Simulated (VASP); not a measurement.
Rh:

```
CELL_PARAMETERS angstrom
0.00000 1.95259 1.95259
1.95259 0.00000 1.95259
1.95259 1.95259 0.00000
ATOMIC_POSITIONS crystal
Rh 0.00000 0.00000 0.00000
```

Base run:

* Program: VASP 6.6.1
* Functional: PBE
* Potentials or basis: VASP PAW PBE potentials, release 64 (Rh_pv)
* Cutoff: 520 eV
* k mesh: 22 × 22 × 22
* Occupations: gaussian, width 0.15 eV
* Spin: collinear spin, ferromagnetic start
* Starting moments: [0.875] μB
* Fixed moment: 0.875 μB

Its results: pressure -8.0 GPa; site moments Rh +0.87 μB.

Question: The run is repeated on the same cell with these changes: fixed moment from 0.875 μB to 0.375 μB; moments at the start from [0.88] to [0.38]. What comes out?

Answer: Pressure -11.8 GPa; site moments Rh +0.38 μB.

Caveats: the cell stands under tension; the total moment is fixed, so each spin has its own Fermi level and the state may be an excited one.
